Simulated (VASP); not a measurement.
# GaP (b) (F-43m) in VASP: single point with PBEsol

Aim: the single point of GaP (b) with PBEsol.

All numbers are computed with VASP 6.6.1; they aren't measurements. Logs are shortened: lines on timing, memory, paths and dates and some standing lists are left out, and cuts for length are marked.

### 1 The cell of the first run

Symmetry: F-43m, No. 216, cubic system. The conventional cell has a = 5.452 Å, b = 5.452 Å, c = 5.452 Å, α = 90.00°, β = 90.00°, γ = 90.00°. Ga (site symmetry -43m) has 4 P at 2.36 Å within 3.1 Å. Within 3.1 Å of P (site symmetry -43m) lie 4 Ga at 2.36 Å.

### 2 Single point, PBEsol

File INCAR:

```
  PREC = Accurate
  ENCUT = 500
  EDIFF = 1E-6
  ISMEAR = 0
  SIGMA = 0.1
  LREAL = False
  LASPH = True
  NELM = 120
  ALGO = Normal
  ISIF = 2
  LWAVE = False
  LCHARG = False
  GGA = PS
  NBANDS = 16
  GGA_COMPAT = False
```

File KPOINTS:

```
regular mesh
0
Gamma
  6 6 6
```

File POSCAR:

```
GaP
1.0
    0.0000000000      2.7258124900      2.7258124900
    2.7258124900      0.0000000000      2.7258124900
    2.7258124900      2.7258124900      0.0000000000
Ga P
1 1
Direct
    0.0000000000      0.0000000000      0.0000000000
    0.2500000000      0.2500000000      0.2500000000
```

Potentials or basis: VASP PAW PBE potentials, release 64 (Ga_d, P).

The run is started by

```bash
$ cat potpaw_PBE.64/Ga_d/POTCAR potpaw_PBE.64/P/POTCAR > POTCAR
$ mpirun -np 1 vasp_std > vasp.out
```

OUTCAR:

```text
PREC = Accurate
   ENCUT = 500
   EDIFF = 1E-6
   ISMEAR = 0
   LREAL = False
   LASPH = True
   NELM = 120
   ISIF = 2
   GGA = PS

 ion  position               nearest neighbor table
   1  0.000  0.000  0.000-   2 2.36   2 2.36   2 2.36   2 2.36
   2  0.250  0.250  0.250-   1 2.36   1 2.36   1 2.36   1 2.36

  LATTYP: Found a face centered cubic cell.
 ALAT       =     5.4516249800

  Lattice vectors:

 A1 = (   0.0000000000,   2.7258124900,   2.7258124900)
 A2 = (   2.7258124900,   0.0000000000,   2.7258124900)
 A3 = (   2.7258124900,   2.7258124900,   0.0000000000)

Analysis of symmetry for initial positions (statically):
=====================================================================
 Subroutine PRICEL returns:
 Original cell was already a primitive cell.

 Routine SETGRP: Setting up the symmetry group for a
 face centered cubic supercell.

 Subroutine GETGRP returns: Found 24 space group operations
 (whereof 24 operations were pure point group operations)
 out of a pool of 48 trial point group operations.

The static configuration has the point symmetry T_d .

Analysis of symmetry for dynamics (positions and initial velocities):
=====================================================================
 Subroutine PRICEL returns:
 Original cell was already a primitive cell.

 Routine SETGRP: Setting up the symmetry group for a
 face centered cubic supercell.

 Subroutine GETGRP returns: Found 24 space group operations
 (whereof 24 operations were pure point group operations)
 out of a pool of 48 trial point group operations.

The dynamic configuration has the point symmetry T_d .

 Subroutine INISYM returns: Found 24 space group operations
 (whereof 24 operations are pure point group operations),
 and found     1 'primitive' translations

----------------------------------------------------------------------------------------

                                     Primitive cell

  volume of cell :      40.5059

  direct lattice vectors                    reciprocal lattice vectors
     0.000000000  2.725812490  2.725812490    -0.183431546  0.183431546  0.183431546
     2.725812490  0.000000000  2.725812490     0.183431546 -0.183431546  0.183431546
     2.725812490  2.725812490  0.000000000     0.183431546  0.183431546 -0.183431546

  length of vectors
     3.854880992  3.854880992  3.854880992     0.317712758  0.317712758  0.317712758

  position of ions in fractional coordinates (direct lattice)
     0.000000000  0.000000000  0.000000000
     0.250000000  0.250000000  0.250000000

  ion indices of the primitive-cell ions
   primitive index   ion index
                 1           1
                 2           2

----------------------------------------------------------------------------------------

 KPOINTS: regular mesh

Automatic generation of k-mesh.
 Grid dimensions read from file:
 generate k-points for:    6    6    6

 Generating k-lattice:

  Cartesian coordinates                     Fractional coordinates (reciprocal lattice)
    -0.030571924  0.030571924  0.030571924     0.166666667  0.000000000  0.000000000
     0.030571924 -0.030571924  0.030571924     0.000000000  0.166666667  0.000000000
     0.030571924  0.030571924 -0.030571924     0.000000000  0.000000000  0.166666667

  Length of vectors
     0.052952126  0.052952126  0.052952126

  Shift w.r.t. Gamma in fractional coordinates (k-lattice)
     0.000000000  0.000000000  0.000000000

 Subroutine IBZKPT returns following result:
 ===========================================

 Found     16 irreducible k-points:

 Following reciprocal coordinates:
            Coordinates               Weight
  0.000000  0.000000  0.000000      1.000000
  0.166667  0.000000  0.000000      8.000000
  0.333333  0.000000  0.000000      8.000000
  0.500000  0.000000  0.000000      4.000000
  0.166667  0.166667  0.000000      6.000000
  0.333333  0.166667  0.000000     24.000000
[... 8 lines left out ...]
 -0.333333  0.333333  0.166667     24.000000
 -0.333333  0.500000  0.166667     12.000000
   k-points           NKPTS =     16   k-points in BZ     NKDIM =     16   number of bands    NBANDS=     16
   number of dos      NEDOS =    301   number of ions     NIONS =      2
   total plane-waves  NPLWV =  21952
   dimension x,y,z NGX =    28 NGY =   28 NGZ =   28
   dimension x,y,z NGXF=    56 NGYF=   56 NGZF=   56
   ions per type =               1   1
   NGX,Y,Z   is equivalent  to a cutoff of  12.08, 12.08, 12.08 a.u.
   NGXF,Y,Z  is equivalent  to a cutoff of  24.15, 24.15, 24.15 a.u.
 SYSTEM =  unknown system
   PREC   = accura    normal or accurate (medium, high low for compatibility)
   ISTART =      0    job   : 0-new  1-cont  2-samecut
   ICHARG =      2    charge: 1-file 2-atom 10-const
   ISPIN  =      1    spin polarized calculation?
   LNONCOLLINEAR =      F non collinear calculations
   LSORBIT =      F    spin-orbit coupling
   LASPH  =      T    aspherical Exc in radial PAW
   ENCUT  =  500.0 eV  36.75 Ry    6.06 a.u.   7.03  7.03  7.03*2*pi/ulx,y,z
   NELM   =    120;   NELMIN=  2; NELMDL= -5     # of ELM steps
   EDIFF  = 0.1E-05   stopping-criterion for ELM
   LREAL  =      F    real-space projection
   EDIFFG = 0.1E-04   stopping-criterion for IOM
   NSW    =      0    number of steps for IOM
   IBRION =     -1    ionic relax: 0-MD 1-quasi-New 2-CG
   NFREE  =      0    steps in history (QN), initial steepest desc. (CG)
   ISIF   =      2    stress and relaxation
   ISYM   =      2    0-nonsym 1-usesym 2-fastsym
   POTIM  = 0.5000    time-step for ionic-motion
   TEBEG  =    0.0;   TEEND  =   0.0 temperature during run
   PSTRESS=    0.0 pullay stress
   NELECT =      18.0000    total number of electrons
   NUPDOWN=      -1.0000    fix difference up-down
   EMIN   =  10.00;   EMAX   =-10.00  energy-range for DOS
   EFERMI =   0.00;   METHOD = LEGACY
   ISMEAR =     0;   SIGMA  =   0.10  broadening in eV -4-tet -1-fermi 0-gaus
   EFERMI_NEDOS =   21; number of points for ismear=-14 and -15
   IALGO  =     38    algorithm
   IMIX   =      4    mixing-type and parameters
     AMIX     =   0.40;   BMIX     =  1.00
     AMIX_MAG =   1.60;   BMIX_MAG =  1.00
  volume/ion in A,a.u.               =      20.25       136.67
  Fermi-wavevector in a.u.,A,eV,Ry     =   1.249280  2.360796 21.234610  1.560700
  Thomas-Fermi vector in A             =   2.383328
   LORBIT       =      0    0 simple, 1 ext, 2 COOP (PROOUT), +10 PAW based schemes
   GGA     = PS    functional components
   LHFCALC =     F    Hartree Fock is set to
   AEXX    =    0.0000 exact exchange contribution
   IVDW    =     0    specifies the selected vdW correction
   LEPSILON=     F    determine dielectric tensor
   LRPA    =     F    only Hartree local field effects (RPA)
 non-spin polarized calculation
 Gauss-broadening in eV      SIGMA  =   0.10
  energy-cutoff  :      500.00
  volume of cell :       40.51
 maximum number of plane-waves:      1056
   NGX = 13   NGY = 13   NGZ = 13

 number of electron      18.0000016 magnetization

 Free energy of the ion-electron system (eV)
  ---------------------------------------------------
  ext. energy  EPLUGINS =         0.00000000
  ---------------------------------------------------
  free energy    TOTEN  =        -9.90553931 eV

  energy without entropy =       -9.90553931  energy(sigma->0) =       -9.90553931

 E-fermi :   5.0129     XC(G=0): -10.0159

 val. band max:        4.5691611774   @ k =   0.0000   0.0000   0.0000
 cond. band min:       6.0823683691   @ k =   0.5000   0.5000   0.0000
 fundamental gap:      1.5132071918
 Fermi energy:         5.0128640422

 k-point     1 :       0.0000    0.0000    0.0000
  band No.  band energies     occupation
      1      -9.9781      2.00000
      2      -9.9781      2.00000
      3      -9.9781      2.00000
      4      -9.8779      2.00000
      5      -9.8779      2.00000
      6      -7.9517      2.00000
[... 8 lines left out ...]
     15      14.3362      0.00000
     16      14.3362      0.00000

 k-point     2 :       0.1667    0.0000    0.0000
  band No.  band energies     occupation
      1     -10.0012      2.00000
      2      -9.9702      2.00000
      3      -9.9702      2.00000
      4      -9.8778      2.00000
      5      -9.8778      2.00000
      6      -7.5934      2.00000
[... 8 lines left out ...]
     15      13.4750      0.00000
     16      14.4082      0.00000

 k-point     3 :       0.3333    0.0000    0.0000
  band No.  band energies     occupation
      1     -10.0417      2.00000
      2      -9.9576      2.00000
      3      -9.9576      2.00000
      4      -9.8743      2.00000
      5      -9.8743      2.00000
      6      -6.6381      2.00000
[... 8 lines left out ...]
     15      14.1560      0.00000
     16      14.1560      0.00000

 k-point     4 :       0.5000    0.0000    0.0000
  band No.  band energies     occupation
      1     -10.0601      2.00000
      2      -9.9532      2.00000
      3      -9.9532      2.00000
      4      -9.8705      2.00000
      5      -9.8705      2.00000
      6      -5.8624      2.00000
[... 8 lines left out ...]
     15      16.2313      0.00000
     16      16.2313      0.00000
[... 172 lines left out ...]
 k-point    14 :       0.5000    0.3333    0.1667
  band No.  band energies     occupation
      1     -10.0649      2.00000
      2      -9.9437      2.00000
      3      -9.9324      2.00000
      4      -9.8923      2.00000
      5      -9.8670      2.00000
      6      -5.8545      2.00000
[... 8 lines left out ...]
     15      16.3016      0.00000
     16      17.7922      0.00000

 k-point    15 :      -0.3333    0.3333    0.1667
  band No.  band energies     occupation
      1     -10.0710      2.00000
      2      -9.9437      2.00000
      3      -9.9256      2.00000
      4      -9.8889      2.00000
      5      -9.8702      2.00000
      6      -5.1897      2.00000
[... 8 lines left out ...]
     15      16.9752      0.00000
     16      17.2772      0.00000

 k-point    16 :      -0.3333    0.5000    0.1667
  band No.  band energies     occupation
      1     -10.0819      2.00000
      2      -9.9322      2.00000
      3      -9.9177      2.00000
      4      -9.8988      2.00000
      5      -9.8646      2.00000
      6      -4.8797      2.00000
[... 8 lines left out ...]
     15      16.4531      0.00000
     16      18.1499      0.00000

------------------------ aborting loop because EDIFF is reached ----------------------------------------

  FORCE on cell =-STRESS in cart. coord.  units (eV):
  Direction    XX          YY          ZZ          XY          YZ          ZX
  --------------------------------------------------------------------------------------
  -------------------------------------------------------------------------------------
  Total       -0.1714347     -0.1714347     -0.1714347     -0.0000000     -0.0000000      0.0000000
  in kB       -6.7809628     -6.7809628     -6.7809628     -0.0000000     -0.0000000      0.0000000
  external PRESSURE =      -6.7809628 kB  Pullay stress =       0.0000000 kB

 VOLUME and BASIS-vectors are now :
 -----------------------------------------------------------------------------
  energy-cutoff  :      500.00
  volume of cell :       40.51
      direct lattice vectors                 reciprocal lattice vectors
     0.000000000  2.725812490  2.725812490    -0.183431546  0.183431546  0.183431546
     2.725812490  0.000000000  2.725812490     0.183431546 -0.183431546  0.183431546
     2.725812490  2.725812490  0.000000000     0.183431546  0.183431546 -0.183431546

 POSITION                                       TOTAL-FORCE (eV/Angst)
 -----------------------------------------------------------------------------------
      0.00000      0.00000      0.00000        -0.000000     -0.000000     -0.000000
      1.36291      1.36291      1.36291         0.000000      0.000000      0.000000
 -----------------------------------------------------------------------------------
    total drift:                                0.000001      0.000001      0.000001

  FREE ENERGIE OF THE ION-ELECTRON SYSTEM (eV)
  ---------------------------------------------------
  free  energy   TOTEN  =        -9.9055393076 eV

  energy  without entropy=       -9.9055393076  energy(sigma->0) =       -9.90553931
```

Run time: 9.9 s. Hardware: 1 thread of Intel Xeon Platinum 8488C (Sapphire Rapids), shared host; peak memory 0.15 GiB.

What came out:

```yaml
Free_energy: -9.9055 eV
Pressure: -0.7 GPa
Band_gap_on_the_k_mesh: 1.51 eV, indirect (least direct gap 1.74 eV)
```

Levels at points of the mesh, in eV from the valence-band top:
| k point | band 6 | band 7 | band 8 | band 9 | band 10 | band 11 | band 12 | band 13 |
| --- | --- | --- | --- | --- | --- | --- | --- | --- |
| (0.00, 0.00, 0.00) | -12.52 | 0.00 | 0.00 | 0.00 | 1.74 | 3.82 | 3.82 | 3.82 |
| (0.50, 0.00, 0.00) | -10.43 | -6.70 | -1.13 | -1.13 | 1.58 | 4.65 | 4.65 | 8.08 |
| (0.50, 0.50, 0.00) | -9.52 | -6.81 | -2.71 | -2.71 | 1.51 | 1.71 | 10.54 | 10.54 |

Caveat: the PAW data sets were made with another functional, which shifts forces and pressure a little.
